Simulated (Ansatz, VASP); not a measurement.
# InP: VASP beside Ansatz

```
In P
1.0
     1.90184   -6.42891    0.00000
     1.90184    6.42891    0.00000
     0.00000    0.00000    3.78793
In P
2 2
Direct
  0.66033 0.33967 0.75000
  0.33967 0.66033 0.25000
  0.87695 0.12305 0.75000
  0.12305 0.87695 0.25000
```

Change from the starting cell: species swapped into the YGa type (Cmcm, No. 63).

Alike in both runs: functional PBE; k mesh 6 × 6 × 4; occupations gaussian, width 0.1 eV; no spin polarisation.

Ansatz relaxed the structure, and its values are those at the end. VASP's run is a single point on that final structure, the one shown.

|  | VASP | Ansatz |
| --- | --- | --- |
| version | VASP 6.6.1 | Ansatz 0.2.0 |
| potentials or method | VASP PAW PBE potentials, release 64 (In_d, P), cutoff 520 eV | scalar-relativistic, plane waves, PAW |
| valence electrons in the cell | 36 | 36 |

|  | VASP | Ansatz | Ansatz less VASP |
| --- | --- | --- | --- |
| gap on the k mesh at the Fermi level (eV) | none | none | - |
| pressure (GPa) | 0.0 | 0.0 | +0.06 |

A gap of «none» marks a metal or a gap that the smearing closes. With one functional, cell and mesh, what is left measures potentials, basis and numerics.

The k mesh is coarse, so the values compare programs but aren't converged.
